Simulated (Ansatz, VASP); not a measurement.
# Two plane-wave programs on W

```
W
1.0
     0.00000    2.23300    2.03000
     2.03000    0.00000    2.03000
     2.03000    2.23300    0.00000
W
1
Direct
  0.00000 0.00000 0.00000
```

Change from the starting cell: strain +0.1000 x Voigt [0, 1, 0, 0, 0, 0], atoms carried along.

Alike in both runs: task single point; functional PBEsol; k mesh 20 × 20 × 20; occupations gaussian, width 0.15 eV; no spin polarisation.

|  | VASP | Ansatz |
| --- | --- | --- |
| version | VASP 6.6.1 | Ansatz 0.2.0 |
| potentials or method | VASP PAW PBE potentials, release 64 (W_sv), cutoff 520 eV | scalar-relativistic, plane waves, PAW |
| valence electrons in the cell | 14 | 14 |

|  | VASP | Ansatz | Ansatz less VASP |
| --- | --- | --- | --- |
| gap on the k mesh at the Fermi level (eV) | none | none | - |
| pressure (GPa) | -31.8 | -32.0 | -0.23 |
| traceless stress, the component that is largest in VASP (GPa) | 7.38 | 7.37 | -0.012 |

VASP's potentials were made for PBE, not for PBEsol. A gap of «none» marks a metal or a gap that the smearing closes. Both programs put the cell under strong tension, so it lies far from rest at this level.

Spin-orbit coupling is off throughout. Noted on VASP's run: the cell as given lies far from equilibrium.
